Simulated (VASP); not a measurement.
# BiTe (R-3m) in VASP: a series of runs

BiTe is run at these levels: PBE+D4, PBE; tasks: single point.

All numbers are computed with VASP 6.6.1; they aren't measurements. Logs are shortened: lines on timing, memory, paths and dates and some standing lists are left out, and cuts for length are marked.

## Step 1: The cell of the first run

The structure is trigonal, space group R-3m (No. 166). The conventional cell has a = 4.839 Å, b = 4.839 Å, c = 9.464 Å, α = 90.00°, β = 90.00°, γ = 120.00°. Bi (site symmetry -3m) has 6 Te at 3.21 Å within 4.2 Å. Within 4.2 Å of Te (site symmetry -3m) lie 6 Bi at 3.21 Å.

## Step 2: Single point, PBE+D4

The input, INCAR:

```
SYSTEM = BiTe
  PREC = Accurate
  ENCUT = 520
  EDIFF = 1E-6
  ISMEAR = -1
  SIGMA = 0.05
  LREAL = .False.
  LASPH = .True.
  NELM = 60
  ALGO = Normal
  ISIF = 2
  LWAVE = .False.
  LCHARG = .False.
  GGA = PE
  IVDW = 13
  NBANDS = 18
```

The input, KPOINTS:

```
regular mesh
0
Gamma
  7 7 7
  0 0 0
```

The input, POSCAR:

```
BiTe
1.0
    2.4194063880      1.3968449294      3.1546557761
   -2.4194063880      1.3968449294      3.1546557761
    0.0000000000     -2.7936898588      3.1546557761
Bi Te
1 1
Direct
    0.5000000000      0.5000000000      0.5000000000
    0.0000000000      0.0000000000      0.0000000000
```

Potentials or basis: VASP PAW PBE potentials, release 64 (Bi_d, Te).

On the command line:

```
cat potpaw_PBE.64/Bi_d/POTCAR potpaw_PBE.64/Te/POTCAR > POTCAR
mpirun -np 1 vasp_std > vasp.out
```

OUTCAR:

```text
SYSTEM = BiTe
   PREC = Accurate
   ENCUT = 520
   EDIFF = 1E-6
   ISMEAR = -1
   LREAL = .False.
   LASPH = .True.
   NELM = 60
   ISIF = 2
   GGA = PE
   IVDW = 13

 ion  position               nearest neighbor table
   1  0.500  0.500  0.500-   2 3.21   2 3.21   2 3.21   2 3.21   2 3.21   2 3.21
   2  0.000  0.000  0.000-   1 3.21   1 3.21   1 3.21   1 3.21   1 3.21   1 3.21

  LATTYP: Found a trigonal (rhomboedric) cell.
 ALAT       =     4.2138528798
 COS(alpha) =     0.3406911521

  Lattice vectors:

 A1 = (   2.4194063880,   1.3968449294,   3.1546557761)
 A2 = (  -2.4194063880,   1.3968449294,   3.1546557761)
 A3 = (   0.0000000000,  -2.7936898588,   3.1546557761)

Analysis of symmetry for initial positions (statically):
=====================================================================
 Subroutine PRICEL returns:
 Original cell was already a primitive cell.

 Routine SETGRP: Setting up the symmetry group for a
 trigonal (rhombohedral) supercell.

 Subroutine GETGRP returns: Found 12 space group operations
 (whereof 12 operations were pure point group operations)
 out of a pool of 12 trial point group operations.

The static configuration has the point symmetry D_3d.

Analysis of symmetry for dynamics (positions and initial velocities):
=====================================================================
 Subroutine PRICEL returns:
 Original cell was already a primitive cell.

 Routine SETGRP: Setting up the symmetry group for a
 trigonal (rhombohedral) supercell.

 Subroutine GETGRP returns: Found 12 space group operations
 (whereof 12 operations were pure point group operations)
 out of a pool of 12 trial point group operations.

The dynamic configuration has the point symmetry D_3d.

 Subroutine INISYM returns: Found 12 space group operations
 (whereof 12 operations are pure point group operations),
 and found     1 'primitive' translations

----------------------------------------------------------------------------------------

                                     Primitive cell

  volume of cell :      63.9676

  direct lattice vectors                    reciprocal lattice vectors
     2.419406388  1.396844929  3.154655776     0.206662263  0.119316513  0.105663932
    -2.419406388  1.396844929  3.154655776    -0.206662263  0.119316513  0.105663932
     0.000000000 -2.793689859  3.154655776     0.000000000 -0.238633027  0.105663932

  length of vectors
     4.213852880  4.213852880  4.213852880     0.260980053  0.260980053  0.260980053

  position of ions in fractional coordinates (direct lattice)
     0.500000000  0.500000000  0.500000000
     0.000000000  0.000000000  0.000000000

  ion indices of the primitive-cell ions
   primitive index   ion index
                 1           1
                 2           2

----------------------------------------------------------------------------------------

 KPOINTS: regular mesh

Automatic generation of k-mesh.
 Grid dimensions read from file:
 generate k-points for:    7    7    7

 Generating k-lattice:

  Cartesian coordinates                     Fractional coordinates (reciprocal lattice)
     0.029523180  0.017045216  0.015094847     0.142857143  0.000000000  0.000000000
    -0.029523180  0.017045216  0.015094847     0.000000000  0.142857143  0.000000000
     0.000000000 -0.034090432  0.015094847     0.000000000  0.000000000  0.142857143

  Length of vectors
     0.037282865  0.037282865  0.037282865

  Shift w.r.t. Gamma in fractional coordinates (k-lattice)
     0.000000000  0.000000000  0.000000000

 Subroutine IBZKPT returns following result:
 ===========================================

 Found     44 irreducible k-points:

 Following reciprocal coordinates:
            Coordinates               Weight
  0.000000  0.000000  0.000000      1.000000
  0.142857  0.000000  0.000000      6.000000
  0.285714  0.000000  0.000000      6.000000
  0.428571  0.000000  0.000000      6.000000
  0.142857  0.142857  0.000000      6.000000
  0.285714  0.142857  0.000000     12.000000
[... 16 lines left out ...]
  0.285714  0.285714  0.142857      6.000000
  0.428571  0.285714  0.142857     12.000000
 [... further k-points ...]
   k-points           NKPTS =     44   k-points in BZ     NKDIM =     44   number of bands    NBANDS=     18
   number of dos      NEDOS =    301   number of ions     NIONS =      2
   total plane-waves  NPLWV =  32768
   dimension x,y,z NGX =    32 NGY =   32 NGZ =   32
   dimension x,y,z NGXF=    64 NGYF=   64 NGZF=   64
   ions per type =               1   1
   NGX,Y,Z   is equivalent  to a cutoff of  12.62, 12.62, 12.62 a.u.
   NGXF,Y,Z  is equivalent  to a cutoff of  25.25, 25.25, 25.25 a.u.
 SYSTEM =  BiTe
   PREC   = accura    normal or accurate (medium, high low for compatibility)
   ISTART =      0    job   : 0-new  1-cont  2-samecut
   ICHARG =      2    charge: 1-file 2-atom 10-const
   ISPIN  =      1    spin polarized calculation?
   LNONCOLLINEAR =      F non collinear calculations
   LSORBIT =      F    spin-orbit coupling
   LASPH  =      T    aspherical Exc in radial PAW
   ENCUT  =  520.0 eV  38.22 Ry    6.18 a.u.   7.83  7.83  7.83*2*pi/ulx,y,z
   NELM   =     60;   NELMIN=  2; NELMDL= -5     # of ELM steps
   EDIFF  = 0.1E-05   stopping-criterion for ELM
   LREAL  =      F    real-space projection
   EDIFFG = 0.1E-04   stopping-criterion for IOM
   NSW    =      0    number of steps for IOM
   IBRION =     -1    ionic relax: 0-MD 1-quasi-New 2-CG
   NFREE  =      0    steps in history (QN), initial steepest desc. (CG)
   ISIF   =      2    stress and relaxation
   ISYM   =      2    0-nonsym 1-usesym 2-fastsym
   POTIM  = 0.5000    time-step for ionic-motion
   TEBEG  =    0.0;   TEEND  =   0.0 temperature during run
   PSTRESS=    0.0 pullay stress
   NELECT =      21.0000    total number of electrons
   NUPDOWN=      -1.0000    fix difference up-down
   EMIN   =  10.00;   EMAX   =-10.00  energy-range for DOS
   EFERMI =   0.00;   METHOD = LEGACY
   ISMEAR =    -1;   SIGMA  =   0.05  broadening in eV -4-tet -1-fermi 0-gaus
   EFERMI_NEDOS =   21; number of points for ismear=-14 and -15
   IALGO  =     38    algorithm
   IMIX   =      4    mixing-type and parameters
     AMIX     =   0.40;   BMIX     =  1.00
     AMIX_MAG =   1.60;   BMIX_MAG =  1.00
[... 20 lines left out ...]
  ext. energy  EPLUGINS =         0.00000000
  ---------------------------------------------------
  free energy    TOTEN  =        -7.14772866 eV

  energy without entropy =       -7.13585816  energy(sigma->0) =       -7.14179341

 E-fermi :   7.2845     XC(G=0):  -9.7295

 val. band max:        7.2728637517   @ k =   0.2857   0.2857   0.2857
 cond. band min:       7.2857400410   @ k =   0.4286   0.4286   0.2857
 fundamental gap:      0.0128762892
 Fermi energy:         7.2845150489

 k-point     1 :       0.0000    0.0000    0.0000
  band No.  band energies     occupation
      1     -15.9684      2.00000
      2     -15.9684      2.00000
      3     -15.9528      2.00000
      4     -15.9528      2.00000
      5     -15.9308      2.00000
      6      -6.5010      2.00000
[... 10 lines left out ...]
     17      14.4042      0.00000
     18      14.4042      0.00000

 k-point     2 :       0.1429    0.0000    0.0000
  band No.  band energies     occupation
      1     -15.9681      2.00000
      2     -15.9680      2.00000
      3     -15.9543      2.00000
      4     -15.9509      2.00000
      5     -15.9305      2.00000
      6      -6.3177      2.00000
[... 10 lines left out ...]
     17      14.8798      0.00000
     18      15.2211      0.00000

 k-point     3 :       0.2857    0.0000    0.0000
  band No.  band energies     occupation
      1     -15.9680      2.00000
      2     -15.9676      2.00000
      3     -15.9571      2.00000
      4     -15.9464      2.00000
      5     -15.9291      2.00000
      6      -5.7760      2.00000
[... 10 lines left out ...]
     17      16.1021      0.00000
     18      16.9539      0.00000

 k-point     4 :       0.4286    0.0000    0.0000
  band No.  band energies     occupation
      1     -15.9684      2.00000
      2     -15.9680      2.00000
      3     -15.9588      2.00000
      4     -15.9436      2.00000
      5     -15.9267      2.00000
      6      -4.9087      2.00000
[... 10 lines left out ...]
     17      15.4375      0.00000
     18      17.7005      0.00000

 k-point     5 :       0.1429    0.1429    0.0000
  band No.  band energies     occupation
      1     -15.9694      2.00000
      2     -15.9670      2.00000
      3     -15.9541      2.00000
      4     -15.9493      2.00000
      5     -15.9308      2.00000
      6      -6.2376      2.00000
[... 10 lines left out ...]
     17      14.4206      0.00000
     18      14.6856      0.00000

 k-point     6 :       0.2857    0.1429    0.0000
  band No.  band energies     occupation
      1     -15.9705      2.00000
      2     -15.9665      2.00000
      3     -15.9558      2.00000
      4     -15.9446      2.00000
      5     -15.9299      2.00000
      6      -5.8055      2.00000
[... 10 lines left out ...]
     17      15.0997      0.00000
     18      16.1427      0.00000

 k-point     7 :       0.4286    0.1429    0.0000
  band No.  band energies     occupation
      1     -15.9709      2.00000
      2     -15.9671      2.00000
      3     -15.9570      2.00000
      4     -15.9421      2.00000
      5     -15.9273      2.00000
      6      -5.0563      2.00000
[... 10 lines left out ...]
     17      16.9722      0.00000
     18      17.4024      0.00000

 k-point     8 :      -0.4286    0.1429   -0.0000
  band No.  band energies     occupation
      1     -15.9695      2.00000
      2     -15.9680      2.00000
      3     -15.9570      2.00000
      4     -15.9426      2.00000
      5     -15.9271      2.00000
      6      -4.4902      2.00000
[... 10 lines left out ...]
     17      16.0401      0.00000
     18      17.6938      0.00000
[... 229 lines left out ...]
     17      16.8565      0.00000
     18      18.0270      0.00000

 k-point    20 :      -0.4286    0.1429    0.1429
  band No.  band energies     occupation
      1     -15.9702      2.00000
      2     -15.9686      2.00000
      3     -15.9537      2.00000
      4     -15.9422      2.00000
      5     -15.9281      2.00000
      6      -4.3621      2.00000
[... 10 lines left out ...]
     17      16.1008      0.00000
     18      17.3739      0.00000

 k-point    21 :      -0.2857    0.1429    0.1429
  band No.  band energies     occupation
      1     -15.9703      2.00000
      2     -15.9663      2.00000
      3     -15.9528      2.00000
      4     -15.9466      2.00000
      5     -15.9294      2.00000
      6      -5.1488      2.00000
[... 10 lines left out ...]
     17      15.5327      0.00000
     18      16.3428      0.00000

 k-point    22 :      -0.1429    0.1429    0.1429
  band No.  band energies     occupation
      1     -15.9698      2.00000
      2     -15.9657      2.00000
      3     -15.9524      2.00000
      4     -15.9507      2.00000
      5     -15.9300      2.00000
      6      -5.8636      2.00000
[... 10 lines left out ...]
     17      15.3158      0.00000
     18      15.4639      0.00000

 k-point    23 :       0.2857    0.2857    0.1429
  band No.  band energies     occupation
      1     -15.9728      2.00000
      2     -15.9685      2.00000
      3     -15.9501      2.00000
      4     -15.9400      2.00000
      5     -15.9321      2.00000
      6      -5.6869      2.00000
[... 10 lines left out ...]
     17      16.7190      0.00000
     18      16.7507      0.00000

 k-point    24 :       0.4286    0.2857    0.1429
  band No.  band energies     occupation
      1     -15.9746      2.00000
      2     -15.9685      2.00000
      3     -15.9506      2.00000
      4     -15.9369      2.00000
      5     -15.9302      2.00000
      6      -5.1533      2.00000
[... 10 lines left out ...]
     17      16.5218      0.00000
     18      18.2403      0.00000

 [... further k-points ...]

------------------------ aborting loop because EDIFF is reached ----------------------------------------

  DFT-D4 for vdW energy calculation

  Edisp (eV):   -1.04293

  FORCE on cell =-STRESS in cart. coord.  units (eV):
  Direction    XX          YY          ZZ          XY          YZ          ZX
  --------------------------------------------------------------------------------------
  -------------------------------------------------------------------------------------
  Total      -0.02118    -0.02118    -0.02519     0.00000     0.00000     0.00000
  in kB      -0.53053    -0.53053    -0.63104     0.00000     0.00000     0.00000
  external pressure =       -0.56 kB  Pullay stress =        0.00 kB

 VOLUME and BASIS-vectors are now :
 -----------------------------------------------------------------------------
  energy-cutoff  :      520.00
  volume of cell :       63.97
      direct lattice vectors                 reciprocal lattice vectors
     2.419406388  1.396844929  3.154655776     0.206662263  0.119316513  0.105663932
    -2.419406388  1.396844929  3.154655776    -0.206662263  0.119316513  0.105663932
     0.000000000 -2.793689859  3.154655776     0.000000000 -0.238633027  0.105663932

 POSITION                                       TOTAL-FORCE (eV/Angst)
 -----------------------------------------------------------------------------------
      0.00000      0.00000      4.73198        -0.000000      0.000000      0.000000
      0.00000      0.00000      0.00000         0.000000     -0.000000     -0.000000
 -----------------------------------------------------------------------------------
    total drift:                               -0.000000      0.000000     -0.000000

  FREE ENERGIE OF THE ION-ELECTRON SYSTEM (eV)
  ---------------------------------------------------
  free  energy   TOTEN  =        -8.1906562883 eV

  energy  without entropy=       -8.1787857887  energy(sigma->0) =       -8.18472104
```

It took 19 s on 1 thread of Intel Xeon Platinum 8375C at 2.90GHz (Ice Lake), shared host; peak memory 0.2 GiB.

Results:

```
Free energy                : -8.1907 eV
Pressure                   : -0.1 GPa
Dispersion energy per atom : -0.521 eV
```

Caveat: spin-orbit coupling is left out, which moves the levels of the heavy elements; pairwise dispersion overbinds metals, which lowers pressure and volume.

## Step 3: Single point, PBE

This run uses another cell than the first one, of 33.72 Å³/atom, 1.054 times its volume.

The input, INCAR:

```
SYSTEM = BiTe
ALGO = Normal ; EDIFF = 1E-6
ENCUT = 520 ; GGA = PE
ISIF = 2 ; ISMEAR = 0
LASPH = .TRUE. ; LCHARG = .FALSE.
LREAL = .FALSE. ; LWAVE = .FALSE.
NBANDS = 18 ; NELM = 80
PREC = Accurate ; SIGMA = 0.027000000000000003
```

The input, KPOINTS:

```
k-points
0
G
  7 7 7
  0 0 0
```

The input, POSCAR:

```
BiTe
1.0
    2.4227077728      1.3987509848      3.3172919545
   -2.4227077728      1.3987509848      3.3172919545
    0.0000000000     -2.7975019696      3.3172919545
Bi Te
1 1
Direct
    0.5000000000      0.5000000000      0.5000000000
    0.0000000000      0.0000000000      0.0000000000
```

Potentials or basis: VASP PAW PBE potentials, release 64 (Bi_d, Te).

On the command line:

```
cat potpaw_PBE.64/Bi_d/POTCAR potpaw_PBE.64/Te/POTCAR > POTCAR
mpirun -np 1 vasp_std > vasp.out
```

It took 21 s on 1 thread of Intel Xeon Platinum 8375C at 2.90GHz (Ice Lake), shared host; peak memory 0.2 GiB.

Results (log left out):

```yaml
Free_energy: -7.1700 eV
Pressure: 0.1 GPa
```

Stress tensor (GPa, compression positive):
```
 0.19  0.00  0.00
 0.00  0.19  0.00
 0.00  0.00 -0.05
```

Levels at points of the mesh, in eV from the Fermi level:
```
           k point  band 6  band 7  band 8  band 9  band 10  band 11  band 12  band 13  band 14  band 15
(0.00, 0.00, 0.00)  -13.53   -8.32   -2.96   -2.96    -1.65     1.83     2.46     2.46     4.02     4.02
```

Caveat: spin-orbit coupling is left out, which moves the levels of the heavy elements.

## Step 4: Single point, PBE

This run uses another cell than the first one, of 33.72 Å³/atom, 1.054 times its volume.

The input, INCAR:

```
SYSTEM = BiTe
ALGO = Normal
EDIFF = 1E-6
ENCUT = 520
GGA = PE
ISIF = 2
ISMEAR = 0
LASPH = .True.
LCHARG = .False.
LREAL = .False.
LWAVE = .False.
NBANDS = 18
NELM = 60
PREC = Accurate
SIGMA = 0.028000000000000004
```

The input, KPOINTS:

```
k-points
0
Gamma
  7 7 7
  0 0 0
```

POSCAR is that of step 3.

On the command line:

```
cat potpaw_PBE.64/Bi_d/POTCAR potpaw_PBE.64/Te/POTCAR > POTCAR
mpirun -np 1 vasp_std > vasp.out
```

It took 21 s on 1 thread of Intel Xeon Platinum 8375C at 2.90GHz (Ice Lake), shared host; peak memory 0.21 GiB.

The run converged. Its results:

```
Free energy : -7.1700 eV
Pressure    : 0.1 GPa
```

Stress tensor (GPa, compression positive):
```
 0.19  0.00  0.00
 0.00  0.19  0.00
 0.00  0.00 -0.05
```

Levels at points of the mesh, in eV from the Fermi level:
```
           k point  band 7  band 8  band 9  band 10  band 11  band 12  band 13  band 14
(0.00, 0.00, 0.00)   -8.32   -2.96   -2.96    -1.65     1.83     2.46     2.46     4.02
```

Caveat: spin-orbit coupling is left out, which moves the levels of the heavy elements.

## Step 5: Single point, PBE

This run uses another cell than the first one, of 33.72 Å³/atom, 1.054 times its volume.

The input, INCAR:

```
ALGO = Normal
EDIFF = 1E-6
ENCUT = 520
GGA = PE
ISIF = 2
ISMEAR = 0
LASPH = True
LCHARG = True
LELF = True
LREAL = False
LVHAR = True
LWAVE = False
NBANDS = 18
NELM = 100
PREC = Accurate
SIGMA = 0.011
```

The input, KPOINTS:

```
k-points
0
Gamma
  7 7 7
```

POSCAR is that of step 4.

On the command line:

```
cat potpaw_PBE.64/Bi_d/POTCAR potpaw_PBE.64/Te/POTCAR > POTCAR
mpirun -np 1 vasp_std > vasp.out
```

It took 22 s on 1 thread of Intel Xeon Platinum 8375C at 2.90GHz (Ice Lake), shared host; peak memory 0.2 GiB.

Results (log left out):

| Item | Value |
| --- | --- |
| Free energy | -7.1699 eV |
| Pressure | 0.1 GPa |

Stress tensor (GPa, compression positive):
```
 0.19  0.00  0.00
 0.00  0.19  0.00
 0.00  0.00 -0.05
```

Levels at points of the mesh, in eV from the Fermi level:
| k point | band 7 | band 8 | band 9 | band 10 | band 11 | band 12 | band 13 | band 14 |
| --- | --- | --- | --- | --- | --- | --- | --- | --- |
| (0.00, 0.00, 0.00) | -8.33 | -2.96 | -2.96 | -1.66 | 1.82 | 2.45 | 2.45 | 4.02 |

Caveat: spin-orbit coupling is left out, which moves the levels of the heavy elements.

## Step 6: Single point, PBE

This run uses another cell than the first one, of 33.72 Å³/atom, 1.054 times its volume.

The input, INCAR:

```
SYSTEM = BiTe
PREC = Accurate ; ENCUT = 520
EDIFF = 1E-6 ; ISMEAR = -1
SIGMA = 0.05 ; LREAL = .FALSE.
LASPH = .TRUE. ; NELM = 80
ALGO = Normal ; ISIF = 2
LWAVE = .FALSE. ; LCHARG = .FALSE.
GGA = PE ; NBANDS = 18
```

The input, KPOINTS:

```
regular mesh
0
G
  7 7 7
  0 0 0
```

POSCAR is that of step 5.

Potentials or basis: VASP PAW PBE potentials, release 64 (Bi_d, Te).

On the command line:

```
cat potpaw_PBE.64/Bi_d/POTCAR potpaw_PBE.64/Te/POTCAR > POTCAR
mpirun -np 1 vasp_std > vasp.out
```

It took 22 s on 1 thread of Intel Xeon Platinum 8375C at 2.90GHz (Ice Lake), shared host; peak memory 0.2 GiB.

Results (log left out):

| Item | Value |
| --- | --- |
| Free energy | -7.1746 eV |
| Pressure | 0.1 GPa |

Stress tensor (GPa, compression positive):
```
0.12 0.00 0.00
0.00 0.12 0.00
0.00 0.00 0.03
```

Levels at points of the mesh, in eV from the Fermi level:
```tsv
k point	band 7	band 8	band 9	band 10	band 11	band 12	band 13	band 14
(0.00, 0.00, 0.00)	-8.29	-2.92	-2.92	-1.62	1.87	2.50	2.50	4.06
```

Caveat: spin-orbit coupling is left out, which moves the levels of the heavy elements.

## Step 7: Overview

```tsv
level	cell	smearing	gap on the mesh (eV)	pressure (GPa)
PBE+D4	a = 4.214 Å, angles 70.1°, 2 atoms	fermi-dirac 0.05 eV	none	-0.1
PBE	a = 4.339 Å, angles 67.9°, 2 atoms	gaussian 0.027 eV	none	0.1
PBE	a = 4.339 Å, angles 67.9°, 2 atoms	gaussian 0.028 eV	none	0.1
PBE	a = 4.339 Å, angles 67.9°, 2 atoms	gaussian 0.011 eV	none	0.1
PBE	a = 4.339 Å, angles 67.9°, 2 atoms	fermi-dirac 0.05 eV	none	0.1
```

Alike in all rows: task single point; potentials or basis VASP PAW PBE potentials, release 64 (Bi_d, Te); no spin polarisation; k mesh 7 × 7 × 7; cutoff (eV) 520.

Caveats: spin-orbit coupling is left out, which moves the levels of the heavy elements; pairwise dispersion overbinds metals, which lowers pressure and volume (some runs).

Absolute energies hang on the potentials; compare differences alone.
